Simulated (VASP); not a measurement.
Wanted: the native input for a VASP 6.6.1 run.

- Task: single point
- Functional: PBEsol
- Potentials or basis: VASP PAW PBE potentials, release 64 (C_h)
- Cutoff: 910 eV
- k mesh: 12 × 12 × 2
- Occupations: gaussian, width 0.02 eV
- Spin: no spin polarisation
- Dipole correction: no
- Further INCAR settings: LREAL = Auto; ALGO = Normal; EDIFF = 1e-06; NBANDS = 46

The structure of C lies in POSCAR:

```
C
1.0
    2.5092026052      0.0000000000      0.0000000000
   -1.2546013026      2.1730331993      0.0000000000
    0.0000000000      0.0000000000     16.4725541636
C
16
Direct
    0.0000000000      0.0000000000      0.0003763158
    0.0000000000      0.0000000000      0.0937963999
    0.3333333333      0.6666666667      0.1249536001
    0.3333333333      0.6666666667      0.2183736842
    0.6666666667      0.3333333333      0.2495324898
    0.6666666667      0.3333333333      0.3429437926
    0.0000000000      0.0000000000      0.3741141617
    0.0000000000      0.0000000000      0.4674495836
    0.3333333333      0.6666666667      0.4988570130
    0.3333333333      0.6666666667      0.5935608774
    0.0000000000      0.0000000000      0.6251891226
    0.0000000000      0.0000000000      0.7198929870
    0.3333333333      0.6666666667      0.7513004164
    0.3333333333      0.6666666667      0.8446358383
    0.6666666667      0.3333333333      0.8758062074
    0.6666666667      0.3333333333      0.9692175102
```

These files were run (other wordings do the same):

INCAR

```
ALGO = Normal ; EDIFF = 1E-6
ENCUT = 910 ; GGA = PS
GGA_COMPAT = False ; ISIF = 2
ISMEAR = 0 ; LASPH = True
LCHARG = False ; LREAL = Auto
LWAVE = False ; NBANDS = 46
NELM = 120 ; PREC = Accurate
SIGMA = 0.02
```

KPOINTS

```
k-points
0
Gamma
  12 12 2
```

Potentials or basis: VASP PAW PBE potentials, release 64 (C_h).

Command:

```bash
$ cat potpaw_PBE.64/C_h/POTCAR > POTCAR
$ mpirun -np 1 vasp_std > vasp.out
```

It gave:

The pressure is 0.0 GPa and the band gap on the k mesh is 4.17 eV (least direct gap 5.36 eV).

Caveat: the cutoff is under 1.25 times the usual one of these potentials, so pressure, stress and relaxed cells hold a basis-set (Pulay) error; the PAW data sets were made with another functional, which shifts forces and pressure a little.

Wall time 4.5 min on 1 thread of Intel(R) Xeon(R) 6975P-C (Granite Rapids), on a shared host, peak memory 0.44 GiB.
